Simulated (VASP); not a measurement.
# Al32Ga (a cell with a defect) in VASP: notebook

The runs below take Al32Ga (a cell with a defect) through single point, with LDA.

Everything below comes from runs of VASP 6.6.1. Logs are shortened: lines on timing, memory, paths and dates and some standing lists are left out, and cuts for length are marked.

## 1. The cell of the first run

The cell holds a defect, 33 atoms: a = 8.100 Å, b = 8.100 Å, c = 8.100 Å, α = 90.00°, β = 90.00°, γ = 90.00°.

## 2. Single point, LDA

The input, INCAR:

```
ALGO = Normal
EDIFF = 1E-7
ENCUT = 520
GGA = CA
ISIF = 2
ISMEAR = 0
LASPH = T
LCHARG = T
LELF = T
LREAL = Auto
LVHAR = T
LWAVE = F
NBANDS = 76
NELM = 60
PREC = Accurate
SIGMA = 0.05
```

The input, KPOINTS:

```
k-points
0
Gamma
  2 2 2
```

The input, POSCAR:

```
Al32Ga
1.0
    8.1000000000      0.0000000000      0.0000000000
    0.0000000000      8.1000000000      0.0000000000
    0.0000000000      0.0000000000      8.1000000000
Al Ga
32 1
Direct
    0.5001696495     -0.0129978813      0.0003277440
    0.6959685526      0.2499112340      0.0002995210
    0.7478032981     -0.0024480100      0.2526845720
    0.0001535644     -0.0543345199      0.0002948246
    0.3044110446      0.2499092475      0.0002931551
    0.5001708502      0.5128129493      0.0003392417
    0.7372514146      0.7498977848      0.0003430102
    0.2525230029     -0.0024581408      0.2526866307
    0.5001643179      0.2499069848      0.2632182486
    0.7478060467      0.5022572305      0.2526904989
    0.5001601152     -0.0029255087      0.5003132177
    0.7372503898      0.2498967861      0.5003491410
    0.7477912173     -0.0024794483      0.7479511843
    0.0001524140      0.5541072211      0.0003000079
    0.2630622946      0.7498992518      0.0003246176
    0.0001601689      0.2499056357      0.3046245454
    0.2525169425      0.5022640021      0.2526851296
    0.5001622845      0.7499042086      0.2531529579
    0.0001653511     -0.0130016862      0.5003450320
    0.2630663716      0.2499016862      0.5003438980
    0.5001586043      0.5027308022      0.5003122020
    0.7473344028      0.7499066326      0.5003119161
    0.2525290985     -0.0024602234      0.7479584509
    0.5001787350      0.2498924237      0.7374022110
    0.7477772677      0.5022905009      0.7479415637
    0.0001553334      0.7499024413      0.2632186908
    0.0001702103      0.5128147244      0.5003486712
    0.2529907041      0.7499049259      0.5003143570
    0.0001483911      0.2499127007      0.6961824212
    0.2525413001      0.5022694819      0.7479547030
    0.5001564363      0.7499076257      0.7474922789
    0.0001787592      0.7498929142      0.7374021470
    0.0001979664      0.2498808226      0.0004313091
```

Potentials or basis: VASP PAW LDA potentials, release 64 (Al, Ga_d).

On the command line:

```bash
cat potpaw_LDA.64/Al/POTCAR potpaw_LDA.64/Ga_d/POTCAR > POTCAR
mpirun -np 1 vasp_std > vasp.out
```

OUTCAR:

```text
EDIFF = 1E-7
   ENCUT = 520
   GGA = CA
   ISIF = 2
   ISMEAR = 0
   LASPH = T
   LREAL = Auto
   NELM = 60
   PREC = Accurate

 ion  position               nearest neighbor table
   1  0.500  0.987  0.000-   5 2.66   2 2.66   7 2.72  15 2.72  18 2.81  31 2.81   3 2.87  13 2.87
                             8 2.87  23 2.87   9 3.01  24 3.01
   2  0.696  0.250  0.000-  33 2.46  24 2.66   6 2.66   1 2.66   9 2.66  25 2.92  13 2.92  10 2.92
                             3 2.92   5 3.17
   3  0.748  0.998  0.253-  11 2.84  22 2.84  18 2.84   1 2.87   9 2.87   7 2.87  26 2.87  12 2.87
                            19 2.87  16 2.92   2 2.92   4 2.92
   4  0.000  0.946  0.000-  33 2.46  32 2.66   7 2.66  15 2.66  26 2.66  13 2.92  23 2.92   3 2.92
                             8 2.92  14 3.17
   5  0.304  0.250  0.000-  33 2.46  24 2.65   6 2.66   1 2.66   9 2.66  30 2.92  23 2.92  17 2.92
                             8 2.92   2 3.17
   6  0.500  0.513  0.000-   5 2.66   2 2.66   7 2.72  15 2.72  18 2.81  31 2.81  10 2.87  17 2.87
                            25 2.87  30 2.87   9 3.01  24 3.01
   7  0.737  0.750  0.000-   4 2.66  14 2.66   6 2.72   1 2.72  18 2.81  31 2.81  10 2.87   3 2.87
                            25 2.87  13 2.87  26 3.01  32 3.01
   8  0.253  0.998  0.253-  11 2.84  28 2.84  18 2.84  15 2.87   1 2.87   9 2.87  26 2.87  19 2.87
                            20 2.87  16 2.92   4 2.92   5 2.92
   9  0.500  0.250  0.263-   5 2.66   2 2.66  12 2.72  20 2.72  21 2.81  11 2.81  10 2.87   3 2.87
[... 32 lines left out ...]
                             7 2.87  14 2.92   2 2.92  29 2.92
  26  0.000  0.750  0.263-   4 2.66  14 2.66  27 2.72  19 2.72  22 2.81  28 2.81  10 2.87  17 2.87
                             3 2.87   8 2.87   7 3.01  15 3.01
  27  0.000  0.513  0.500-  16 2.65  29 2.66  32 2.72  26 2.72  28 2.81  22 2.81  30 2.87  25 2.87
                            17 2.87  10 2.87  20 3.01  12 3.01
  28  0.253  0.750  0.500-  32 2.81  27 2.81  19 2.81  26 2.81  18 2.83  11 2.83  21 2.83  31 2.83
                             8 2.84  17 2.84  30 2.84  23 2.84
  29  0.000  0.250  0.696-  33 2.46  12 2.66  27 2.66  19 2.66  20 2.66  25 2.92  13 2.92  30 2.92
                            23 2.92  16 3.17
  30  0.253  0.502  0.748-  31 2.84  21 2.84  28 2.84  27 2.87  20 2.87  32 2.87  15 2.87   6 2.87
                            24 2.87   5 2.92  14 2.92  29 2.92
  31  0.500  0.750  0.747-  15 2.81   1 2.81   6 2.81   7 2.81  28 2.83  11 2.83  21 2.83  22 2.83
                            25 2.84  13 2.84  30 2.84  23 2.84
  32  0.000  0.750  0.737-   4 2.66  14 2.66  27 2.72  19 2.72  28 2.81  22 2.81  30 2.87  23 2.87
                            25 2.87  13 2.87  15 3.01   7 3.01
  33  0.000  0.250  0.000-  16 2.46   5 2.46   4 2.46  14 2.46   2 2.46  29 2.46

  LATTYP: Found a simple cubic cell.
 ALAT       =     8.1000000000

  Lattice vectors:

 A1 = (   8.1000000000,   0.0000000000,   0.0000000000)
 A2 = (   0.0000000000,   8.1000000000,   0.0000000000)
 A3 = (   0.0000000000,   0.0000000000,   8.1000000000)

Analysis of symmetry for initial positions (statically):
=====================================================================
 Subroutine PRICEL returns:
 Original cell was already a primitive cell.

 Routine SETGRP: Setting up the symmetry group for a
 simple cubic supercell.

 Subroutine GETGRP returns: Found  1 space group operations
 (whereof  1 operations were pure point group operations)
 out of a pool of 48 trial point group operations.

The static configuration has the point symmetry C_1 .

Analysis of symmetry for dynamics (positions and initial velocities):
=====================================================================
 Subroutine PRICEL returns:
 Original cell was already a primitive cell.

 Routine SETGRP: Setting up the symmetry group for a
 simple cubic supercell.

 Subroutine GETGRP returns: Found  1 space group operations
 (whereof  1 operations were pure point group operations)
 out of a pool of 48 trial point group operations.

The dynamic configuration has the point symmetry C_1 .

 Subroutine INISYM returns: Found  1 space group operations
 (whereof  1 operations are pure point group operations),
 and found     1 'primitive' translations

----------------------------------------------------------------------------------------

                                     Primitive cell

  volume of cell :     531.4410

  direct lattice vectors                    reciprocal lattice vectors
     8.100000000  0.000000000  0.000000000     0.123456790  0.000000000  0.000000000
[... 84 lines left out ...]

 Generating k-lattice:

  Cartesian coordinates                     Fractional coordinates (reciprocal lattice)
     0.061728395  0.000000000  0.000000000     0.500000000  0.000000000  0.000000000
     0.000000000  0.061728395  0.000000000     0.000000000  0.500000000  0.000000000
     0.000000000  0.000000000  0.061728395     0.000000000  0.000000000  0.500000000

  Length of vectors
     0.061728395  0.061728395  0.061728395

  Shift w.r.t. Gamma in fractional coordinates (k-lattice)
     0.000000000  0.000000000  0.000000000

 Subroutine IBZKPT returns following result:
 ===========================================

 Found      8 irreducible k-points:

 Following reciprocal coordinates:
            Coordinates               Weight
  0.000000  0.000000  0.000000      1.000000
  0.500000  0.000000  0.000000      1.000000
  0.000000  0.500000  0.000000      1.000000
  0.000000  0.000000  0.500000      1.000000
  0.500000  0.500000  0.000000      1.000000
  0.000000  0.500000  0.500000      1.000000
  0.500000  0.000000  0.500000      1.000000
  0.500000  0.500000  0.500000      1.000000
   k-points           NKPTS =      8   k-points in BZ     NKDIM =      8   number of bands    NBANDS=     76
   number of dos      NEDOS =    301   number of ions     NIONS =     33
   total plane-waves  NPLWV = 216000
   dimension x,y,z NGX =    60 NGY =   60 NGZ =   60
   dimension x,y,z NGXF=   120 NGYF=  120 NGZF=  120
   ions per type =              32   1
   NGX,Y,Z   is equivalent  to a cutoff of  12.31, 12.31, 12.31 a.u.
   NGXF,Y,Z  is equivalent  to a cutoff of  24.63, 24.63, 24.63 a.u.
 SYSTEM =  unknown system
   PREC   = accura    normal or accurate (medium, high low for compatibility)
   ISTART =      0    job   : 0-new  1-cont  2-samecut
   ICHARG =      2    charge: 1-file 2-atom 10-const
   ISPIN  =      1    spin polarized calculation?
   LNONCOLLINEAR =      F non collinear calculations
   LSORBIT =      F    spin-orbit coupling
   LASPH  =      T    aspherical Exc in radial PAW
   ENCUT  =  520.0 eV  38.22 Ry    6.18 a.u.  15.06 15.06 15.06*2*pi/ulx,y,z
   NELM   =     60;   NELMIN=  2; NELMDL= -5     # of ELM steps
   EDIFF  = 0.1E-06   stopping-criterion for ELM
   LREAL  =      T    real-space projection
   EDIFFG = 0.1E-05   stopping-criterion for IOM
   NSW    =      0    number of steps for IOM
   IBRION =     -1    ionic relax: 0-MD 1-quasi-New 2-CG
   NFREE  =      0    steps in history (QN), initial steepest desc. (CG)
   ISIF   =      2    stress and relaxation
   ISYM   =      2    0-nonsym 1-usesym 2-fastsym
   POTIM  = 0.5000    time-step for ionic-motion
   TEBEG  =    0.0;   TEEND  =   0.0 temperature during run
   PSTRESS=    0.0 pullay stress
   NELECT =     109.0000    total number of electrons
   NUPDOWN=      -1.0000    fix difference up-down
   EMIN   =  10.00;   EMAX   =-10.00  energy-range for DOS
   EFERMI =   0.00;   METHOD = LEGACY
   ISMEAR =     0;   SIGMA  =   0.05  broadening in eV -4-tet -1-fermi 0-gaus
   EFERMI_NEDOS =   21; number of points for ismear=-14 and -15
   IALGO  =     38    algorithm
   IMIX   =      4    mixing-type and parameters
     AMIX     =   0.40;   BMIX     =  1.00
     AMIX_MAG =   1.60;   BMIX_MAG =  1.00
  volume/ion in A,a.u.               =      16.10       108.68
  Fermi-wavevector in a.u.,A,eV,Ry     =   0.965455  1.824445 12.682033  0.932103
  Thomas-Fermi vector in A             =   2.095173
   LORBIT       =      0    0 simple, 1 ext, 2 COOP (PROOUT), +10 PAW based schemes
   GGA     = CA    functional components
   LHFCALC =     F    Hartree Fock is set to
   AEXX    =    0.0000 exact exchange contribution
   IVDW    =     0    specifies the selected vdW correction
   LEPSILON=     F    determine dielectric tensor
   LRPA    =     F    only Hartree local field effects (RPA)
 non-spin polarized calculation
 Gauss-broadening in eV      SIGMA  =   0.05
  energy-cutoff  :      520.00
  volume of cell :      531.44
 maximum number of plane-waves:     14400
   NGX = 31   NGY = 31   NGZ = 31

 number of electron     109.0000019 magnetization

 Free energy of the ion-electron system (eV)
  ---------------------------------------------------
  ext. energy  EPLUGINS =         0.00000000
  ---------------------------------------------------
  free energy    TOTEN  =      -136.61360494 eV

  energy without entropy =     -136.59752178  energy(sigma->0) =     -136.60556336

 E-fermi :   7.6702     XC(G=0): -10.4700

 val. band max:        7.6526883151   @ k =   0.0000   0.5000   0.0000
 cond. band min:       7.6976141662   @ k =   0.0000   0.0000   0.0000
 fundamental gap:      0.0449258510
 Fermi energy:         7.6702384907

 k-point     1 :       0.0000    0.0000    0.0000
  band No.  band energies     occupation
      1      -7.3486      2.00000
      2      -7.3486      2.00000
      3      -7.2438      2.00000
      4      -7.2438      2.00000
      5      -7.2438      2.00000
      6      -3.3335      2.00000
[... 541 lines left out ...]
     65      10.9445      0.00000
     66      10.9445      0.00000
 [bands above 66 left out]

------------------------ aborting loop because EDIFF is reached ----------------------------------------

  FORCE on cell =-STRESS in cart. coord.  units (eV):
  Direction    XX          YY          ZZ          XY          YZ          ZX
  --------------------------------------------------------------------------------------
  -------------------------------------------------------------------------------------
  Total        2.3187568      2.3210702      2.3167643      0.0026322      0.0026301     -0.0059054
  in kB        6.9905399      6.9975143      6.9845332      0.0079356      0.0079292     -0.0178036
  external PRESSURE =       6.9908625 kB  Pullay stress =       0.0000000 kB

 VOLUME and BASIS-vectors are now :
 -----------------------------------------------------------------------------
  energy-cutoff  :      520.00
  volume of cell :      531.44
      direct lattice vectors                 reciprocal lattice vectors
     8.100000000  0.000000000  0.000000000     0.123456790  0.000000000  0.000000000
     0.000000000  8.100000000  0.000000000     0.000000000  0.123456790  0.000000000
     0.000000000  0.000000000  8.100000000     0.000000000  0.000000000  0.123456790

 POSITION                                       TOTAL-FORCE (eV/Angst)
 -----------------------------------------------------------------------------------
      4.05137      7.99472      0.00265        -0.000592      0.001192     -0.000145
      5.63735      2.02428      0.00243         0.007933     -0.000239      0.000114
      6.05721      8.08017      2.04675         0.004503      0.004385     -0.004559
      0.00124      7.65989      0.00239         0.000117      0.007959      0.000649
      2.46573      2.02426      0.00237        -0.008432     -0.000281      0.000541
      4.05138      4.15378      0.00275        -0.000350     -0.000889     -0.000406
[... 25 lines left out ...]
      0.00145      6.07413      5.97296        -0.000567     -0.000019      0.001491
      0.00160      2.02403      0.00349        -0.000909      0.000400     -0.002453
 -----------------------------------------------------------------------------------
    total drift:                                0.005294     -0.001188      0.008785

  FREE ENERGIE OF THE ION-ELECTRON SYSTEM (eV)
  ---------------------------------------------------
  free  energy   TOTEN  =      -136.6136049399 eV

  energy  without entropy=     -136.5975217838  energy(sigma->0) =     -136.60556336
```

Run time: 12 min. Hardware: 1 thread of Oxide Virtual Turin-like, shared host; peak memory 0.45 GiB.

Results:

- Free energy: -136.6136 eV
- Pressure: 0.7 GPa
- Largest force: 0.014 eV/Å
- Band gap on the k mesh: zero (an odd number of electrons rules out a gap without spin polarisation)

Forces on the atoms (eV/Å):
```
Al  -0.001  0.001  0.000
Al   0.008  0.000  0.000
Al   0.005  0.004 -0.005
Al   0.000  0.008  0.001
Al  -0.008  0.000  0.001
Al   0.000 -0.001  0.000
Al   0.001  0.000  0.000
Al  -0.005  0.005 -0.005
Al   0.000  0.000 -0.002
Al   0.005 -0.005 -0.005
Al   0.000  0.013  0.000
Al   0.001  0.000  0.000
Al   0.006  0.005  0.006
Al   0.000 -0.008  0.000
Al  -0.001  0.001  0.000
Al   0.000  0.000 -0.009
Al  -0.004 -0.004 -0.005
Al   0.000  0.000 -0.013
Al  -0.001  0.001  0.000
Al  -0.002  0.001  0.000
Al   0.001 -0.014  0.000
Al   0.014  0.000  0.000
Al  -0.005  0.005  0.005
Al   0.000  0.000  0.001
Al   0.005 -0.005  0.005
Al   0.000  0.000 -0.002
Al   0.000 -0.001  0.000
Al  -0.013  0.001  0.000
Al   0.000  0.000  0.008
Al  -0.005 -0.006  0.006
Al   0.000  0.000  0.014
Al  -0.001  0.000  0.001
Ga  -0.001  0.000 -0.002
```

Caveat: the k points lie up to 0.39 Å⁻¹ apart, too coarse for converged energies and pressures of a metal.

[end of part 1 of 2]
